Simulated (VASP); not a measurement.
# La (Fm-3m) in VASP: notebook, part 2 of 2

VASP 6.6.1.

## (5) Single point, PBE

This run uses another cell than the first one, of 37.07 Å³/atom.

File INCAR:

```
SYSTEM = La
PREC = Accurate
ENCUT = 500
EDIFF = 1E-6
ISMEAR = 0
SIGMA = 0.05
LREAL = .False.
LASPH = .True.
NELM = 200
ALGO = Normal
ISIF = 2
LWAVE = .False.
LCHARG = .False.
GGA = PE
NBANDS = 12
GGA_COMPAT = .False.
LMAXMIX = 6
```

File KPOINTS:

```
Automatic mesh
0
Gamma
  14 14 14
  0 0 0
```

File POSCAR:

```
La
1.0
    0.0000000000      2.6464745818      2.6464745818
    2.6464745818      0.0000000000      2.6464745818
    2.6464745818      2.6464745818      0.0000000000
La
1
Direct
    0.0000000000      0.0000000000      0.0000000000
```

Potentials or basis: VASP PAW PBE potentials, release 64 (La).

Command:

```bash
> cat potpaw_PBE.64/La/POTCAR > POTCAR
> mpirun -np 1 vasp_std > vasp.out
```

OUTCAR:

```text
SYSTEM = La
   PREC = Accurate
   ENCUT = 500
   EDIFF = 1E-6
   ISMEAR = 0
   LREAL = .False.
   LASPH = .True.
   NELM = 200
   ISIF = 2
   GGA = PE

 ion  position               nearest neighbor table
   1  0.000  0.000  0.000-

  LATTYP: Found a face centered cubic cell.
 ALAT       =     5.2929491636

  Lattice vectors:

 A1 = (   0.0000000000,   2.6464745818,   2.6464745818)
 A2 = (   2.6464745818,   0.0000000000,   2.6464745818)
 A3 = (   2.6464745818,   2.6464745818,   0.0000000000)

Analysis of symmetry for initial positions (statically):
=====================================================================
 Subroutine PRICEL returns:
 Original cell was already a primitive cell.

 Routine SETGRP: Setting up the symmetry group for a
 face centered cubic supercell.

 Subroutine GETGRP returns: Found 48 space group operations
 (whereof 48 operations were pure point group operations)
 out of a pool of 48 trial point group operations.

The static configuration has the point symmetry O_h .

Analysis of symmetry for dynamics (positions and initial velocities):
=====================================================================
 Subroutine PRICEL returns:
 Original cell was already a primitive cell.

 Routine SETGRP: Setting up the symmetry group for a
 face centered cubic supercell.

 Subroutine GETGRP returns: Found 48 space group operations
 (whereof 48 operations were pure point group operations)
 out of a pool of 48 trial point group operations.

The dynamic configuration has the point symmetry O_h .

 Subroutine INISYM returns: Found 48 space group operations
 (whereof 48 operations are pure point group operations),
 and found     1 'primitive' translations

----------------------------------------------------------------------------------------

                                     Primitive cell

  volume of cell :      37.0709

  direct lattice vectors                    reciprocal lattice vectors
     0.000000000  2.646474582  2.646474582    -0.188930588  0.188930588  0.188930588
     2.646474582  0.000000000  2.646474582     0.188930588 -0.188930588  0.188930588
     2.646474582  2.646474582  0.000000000     0.188930588  0.188930588 -0.188930588

  length of vectors
     3.742680246  3.742680246  3.742680246     0.327237378  0.327237378  0.327237378

  position of ions in fractional coordinates (direct lattice)
     0.000000000  0.000000000  0.000000000

  ion indices of the primitive-cell ions
   primitive index   ion index
                 1           1

----------------------------------------------------------------------------------------

 KPOINTS: Automatic mesh

Automatic generation of k-mesh.
 Grid dimensions read from file:
 generate k-points for:   14   14   14

 Generating k-lattice:

  Cartesian coordinates                     Fractional coordinates (reciprocal lattice)
    -0.013495042  0.013495042  0.013495042     0.071428571  0.000000000  0.000000000
     0.013495042 -0.013495042  0.013495042     0.000000000  0.071428571  0.000000000
     0.013495042  0.013495042 -0.013495042     0.000000000  0.000000000  0.071428571

  Length of vectors
     0.023374098  0.023374098  0.023374098

  Shift w.r.t. Gamma in fractional coordinates (k-lattice)
     0.000000000  0.000000000  0.000000000

 Subroutine IBZKPT returns following result:
 ===========================================

 Found    104 irreducible k-points:

 Following reciprocal coordinates:
            Coordinates               Weight
  0.000000  0.000000  0.000000      1.000000
  0.071429  0.000000  0.000000      8.000000
  0.142857  0.000000  0.000000      8.000000
  0.214286  0.000000  0.000000      8.000000
  0.285714  0.000000  0.000000      8.000000
  0.357143  0.000000  0.000000      8.000000
[... 16 lines left out ...]
  0.214286  0.142857  0.000000     24.000000
  0.285714  0.142857  0.000000     24.000000
 [... further k-points ...]
   k-points           NKPTS =    104   k-points in BZ     NKDIM =    104   number of bands    NBANDS=     12
   number of dos      NEDOS =    301   number of ions     NIONS =      1
   total plane-waves  NPLWV =  21952
   dimension x,y,z NGX =    28 NGY =   28 NGZ =   28
   dimension x,y,z NGXF=    56 NGYF=   56 NGZF=   56
   ions per type =               1
   NGX,Y,Z   is equivalent  to a cutoff of  12.44, 12.44, 12.44 a.u.
   NGXF,Y,Z  is equivalent  to a cutoff of  24.87, 24.87, 24.87 a.u.
 SYSTEM =  La
   PREC   = accura    normal or accurate (medium, high low for compatibility)
   ISTART =      0    job   : 0-new  1-cont  2-samecut
   ICHARG =      2    charge: 1-file 2-atom 10-const
   ISPIN  =      1    spin polarized calculation?
   LNONCOLLINEAR =      F non collinear calculations
   LSORBIT =      F    spin-orbit coupling
   LASPH  =      T    aspherical Exc in radial PAW
   ENCUT  =  500.0 eV  36.75 Ry    6.06 a.u.   6.82  6.82  6.82*2*pi/ulx,y,z
   NELM   =    200;   NELMIN=  2; NELMDL= -5     # of ELM steps
   EDIFF  = 0.1E-05   stopping-criterion for ELM
   LREAL  =      F    real-space projection
   EDIFFG = 0.1E-04   stopping-criterion for IOM
   NSW    =      0    number of steps for IOM
   IBRION =     -1    ionic relax: 0-MD 1-quasi-New 2-CG
   NFREE  =      0    steps in history (QN), initial steepest desc. (CG)
   ISIF   =      2    stress and relaxation
   ISYM   =      2    0-nonsym 1-usesym 2-fastsym
   POTIM  = 0.5000    time-step for ionic-motion
   TEBEG  =    0.0;   TEEND  =   0.0 temperature during run
   PSTRESS=    0.0 pullay stress
   NELECT =      11.0000    total number of electrons
   NUPDOWN=      -1.0000    fix difference up-down
   EMIN   =  10.00;   EMAX   =-10.00  energy-range for DOS
   EFERMI =   0.00;   METHOD = LEGACY
   ISMEAR =     0;   SIGMA  =   0.05  broadening in eV -4-tet -1-fermi 0-gaus
   EFERMI_NEDOS =   21; number of points for ismear=-14 and -15
   IALGO  =     38    algorithm
   IMIX   =      4    mixing-type and parameters
     AMIX     =   0.40;   BMIX     =  1.00
     AMIX_MAG =   1.60;   BMIX_MAG =  1.00
  volume/ion in A,a.u.               =      37.07       250.17
  Fermi-wavevector in a.u.,A,eV,Ry     =   1.091930  2.063448 16.222368  1.192310
  Thomas-Fermi vector in A             =   2.228185
   LORBIT       =      0    0 simple, 1 ext, 2 COOP (PROOUT), +10 PAW based schemes
   GGA     = PE    functional components
   LHFCALC =     F    Hartree Fock is set to
   AEXX    =    0.0000 exact exchange contribution
   IVDW    =     0    specifies the selected vdW correction
   LEPSILON=     F    determine dielectric tensor
   LRPA    =     F    only Hartree local field effects (RPA)
 non-spin polarized calculation
 Gauss-broadening in eV      SIGMA  =   0.05
  energy-cutoff  :      500.00
  volume of cell :       37.07
 maximum number of plane-waves:       960
   NGX = 13   NGY = 13   NGZ = 13

 number of electron      10.9999999 magnetization

 Free energy of the ion-electron system (eV)
  ---------------------------------------------------
  ext. energy  EPLUGINS =         0.00000000
  ---------------------------------------------------
  free energy    TOTEN  =        -4.87754108 eV

  energy without entropy =       -4.87417986  energy(sigma->0) =       -4.87586047

 E-fermi :   7.8828     XC(G=0):  -9.5681

 val. band max:        7.8816622024   @ k =  -0.2857   0.5000   0.2143
 cond. band min:       7.8847594040   @ k =  -0.4286   0.2143   0.0000
 fundamental gap:      0.0030972015
 Fermi energy:         7.8827589814

 k-point     1 :       0.0000    0.0000    0.0000
  band No.  band energies     occupation
      1     -24.9822      2.00000
      2      -7.9723      2.00000
      3      -7.9723      2.00000
      4      -7.9723      2.00000
      5       4.7053      2.00000
      6       9.1841      0.00000
      7       9.3717      0.00000
      8       9.3717      0.00000
      9       9.3717      0.00000
     10       9.6822      0.00000
     11       9.6822      0.00000
     12       9.6822      0.00000

 k-point     2 :       0.0714    0.0000    0.0000
  band No.  band energies     occupation
      1     -24.9727      2.00000
      2      -8.0504      2.00000
      3      -7.9813      2.00000
      4      -7.9813      2.00000
      5       4.8590      2.00000
      6       8.8710      0.00000
      7       9.3898      0.00000
      8       9.3898      0.00000
      9       9.5861      0.00000
     10       9.6837      0.00000
     11       9.6837      0.00000
     12       9.7149      0.00000
[... 316 lines left out ...]
 k-point    24 :       0.2857    0.1429    0.0000
  band No.  band energies     occupation
      1     -24.8666      2.00000
      2      -8.6968      2.00000
      3      -8.1622      2.00000
      4      -8.1492      2.00000
      5       6.3531      2.00000
      6       7.8613      1.45640
      7       8.8712      0.00000
      8       9.5657      0.00000
      9       9.6776      0.00000
     10       9.8042      0.00000
     11       9.8202      0.00000
     12      10.0875      0.00000

 [... further k-points ...]
[... 5 lines left out ...]
  --------------------------------------------------------------------------------------
  -------------------------------------------------------------------------------------
  Total        0.0142301      0.0142301      0.0142301      0.0000000      0.0000000      0.0000000
  in kB        0.6150160      0.6150160      0.6150160      0.0000000      0.0000000      0.0000000
  external PRESSURE =       0.6150160 kB  Pullay stress =       0.0000000 kB

 VOLUME and BASIS-vectors are now :
 -----------------------------------------------------------------------------
  energy-cutoff  :      500.00
  volume of cell :       37.07
      direct lattice vectors                 reciprocal lattice vectors
     0.000000000  2.646474582  2.646474582    -0.188930588  0.188930588  0.188930588
     2.646474582  0.000000000  2.646474582     0.188930588 -0.188930588  0.188930588
     2.646474582  2.646474582  0.000000000     0.188930588  0.188930588 -0.188930588

 POSITION                                       TOTAL-FORCE (eV/Angst)
 -----------------------------------------------------------------------------------
      0.00000      0.00000      0.00000         0.000000     -0.000000     -0.000000
 -----------------------------------------------------------------------------------
    total drift:                                0.000000      0.000000      0.000000

  FREE ENERGIE OF THE ION-ELECTRON SYSTEM (eV)
  ---------------------------------------------------
  free  energy   TOTEN  =        -4.8775410802 eV

  energy  without entropy=       -4.8741798557  energy(sigma->0) =       -4.87586047
```

It took 1.7 min on 1 thread of Intel Xeon 8259CL, shared host; peak memory 0.2 GiB.

Results:

| Property | Result |
| --- | --- |
| Free energy | -4.8775 eV |
| Pressure | 0.1 GPa |
| Band gap on the k mesh | zero (an odd number of electrons rules out a gap without spin polarisation) |

Levels at points of the mesh, in eV from the Fermi level:
| k point | band 3 | band 4 | band 5 | band 6 | band 7 | band 8 |
| --- | --- | --- | --- | --- | --- | --- |
| (0.00, 0.00, 0.00) | -15.86 | -15.86 | -3.18 | 1.30 | 1.49 | 1.49 |
| (0.50, 0.00, 0.00) | -16.03 | -16.03 | -1.71 | 1.28 | 1.28 | 1.32 |
| (0.50, 0.50, 0.00) | -16.35 | -16.35 | -1.98 | -1.39 | 1.89 | 1.89 |

Caveat: spin-orbit coupling is left out, which moves the levels of the heavy elements.

## (6) Summary

```tsv
cell	gap on the mesh (eV)	pressure (GPa)
a = 3.751 Å, angles 60.0°, 1 atom	none	-0.2
a = 3.746 Å, angles 60.0°, 1 atom	none	0.0
a = 3.743 Å, angles 60.0°, 1 atom	none	0.1
```

Alike in all rows: task single point; level PBE; potentials or basis VASP PAW PBE potentials, release 64 (La); no spin polarisation; k mesh 14 × 14 × 14; cutoff (eV) 500; smearing gaussian 0.05 eV.

Caveats: spin-orbit coupling is left out, which moves the levels of the heavy elements.

Total energies depend on the potentials used, so only differences within one code and one set of settings carry meaning.
